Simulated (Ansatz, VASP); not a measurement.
# Two plane-wave programs on Pt

```xyz
1
Lattice="0.0000 1.9338 1.9338 1.9338 0.0000 1.9338 1.9338 1.9338 0.0000" Properties=species:S:1:pos:R:3 pbc="T T T"
Pt    0.0000    0.0000    0.0000
```

Alike in both runs: task single point; functional LDA; k mesh 18 × 18 × 18; occupations gaussian, width 0.05 eV; no spin polarisation.

|  | VASP | Ansatz |
| --- | --- | --- |
| version | VASP 6.6.1 | Ansatz 0.2.0 |
| potentials or method | VASP PAW LDA potentials, release 64 (Pt), cutoff 520 eV | scalar-relativistic, plane waves, PAW |
| valence electrons in the cell | 10 | 18 |

|  | VASP | Ansatz | Ansatz less VASP |
| --- | --- | --- | --- |
| pressure (GPa) | 7.3 | 6.5 | -0.84 |

LDA's correlation is that of Perdew and Zunger in VASP and of Perdew and Wang (1992) in Ansatz. VASP's potentials hold 10 valence electrons a cell and Ansatz's 18, so a difference there can come from the potentials and not from the codes.

Neither program's run includes spin-orbit coupling.
